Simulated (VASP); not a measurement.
Here is a VASP 6.6.1 calculation.

File INCAR:

```
PREC = Accurate
ENCUT = 520
EDIFF = 1E-7
ISMEAR = -1
SIGMA = 0.02
LREAL = Auto
LASPH = True
NELM = 100
ALGO = Normal
ISIF = 2
LWAVE = False
LCHARG = False
GGA = PS
NELECT = 74.0
NBANDS = 52
```

Contents of KPOINTS:

```
Automatic mesh
0
Gamma
  2 2 2
```

File POSCAR:

```
CuSi16
1.0
    0.0000000000      5.4300000000      5.4300000000
    5.4300000000      0.0000000000      5.4300000000
    5.4300000000      5.4300000000      0.0000000000
Si Cu
16 1
Direct
    0.1422283610      0.0079189687     -0.0355432781
    0.2208747698      0.1804327808      0.0750736648
    0.0932596685      0.0720994475      0.4454880295
    0.2340055249      0.1464548803      0.5992541436
    0.1373296501      0.5331491713     -0.0601841621
    0.2561325967      0.6470902394      0.0884530387
    0.0924125230      0.5205893186      0.4642173112
    0.1989226519      0.7047053407      0.5688121547
    0.6260865562      0.0457918969     -0.0583517495
    0.7635911602      0.1216574586      0.1111970534
    0.6073480663     -0.0124125230      0.4679926335
    0.7290699816      0.1444290976      0.5796224678
    0.6311970534      0.5032596685     -0.0421178637
    0.7518416206      0.6640699816      0.0629097606
    0.5756813996      0.5276335175      0.4332872928
    0.7052762431      0.5928453039      0.5862523020
    0.8457090239      0.7436648250      0.6567219153
```

Potentials or basis: VASP PAW PBE potentials, release 64 (Si, Cu).

The run is started by

```sh
$ cat potpaw_PBE.64/Si/POTCAR potpaw_PBE.64/Cu/POTCAR > POTCAR
$ mpirun -np 1 vasp_std > vasp.out
```

Q: Estimate the largest force.

A: 2.202 eV/Å.

Forces in eV/Å, atoms in the order of the input:
```
Si   0.794 -0.670 -0.358
Si  -1.367  1.654  0.494
Si  -0.063  0.092  0.188
Si  -0.106 -0.233  0.545
Si   1.509 -0.956  0.545
Si  -0.652  0.467 -0.792
Si  -0.846 -0.147  0.063
Si  -0.808  0.936 -0.105
Si   0.991  0.461 -1.075
Si  -0.721 -1.290  0.676
Si   0.372 -0.064 -0.507
Si   0.179 -0.720  0.132
Si  -0.042  0.164 -0.426
Si  -0.157 -0.136  0.396
Si  -1.026 -1.043 -0.931
Si   0.883  1.184  1.188
Cu   1.061  0.301 -0.033
```

Caveat: the k points lie up to 0.50 Å⁻¹ apart; the cell carries a net charge on a neutralising background, which shifts energy and pressure; the PAW data sets were made with another functional, which shifts forces and pressure a little.
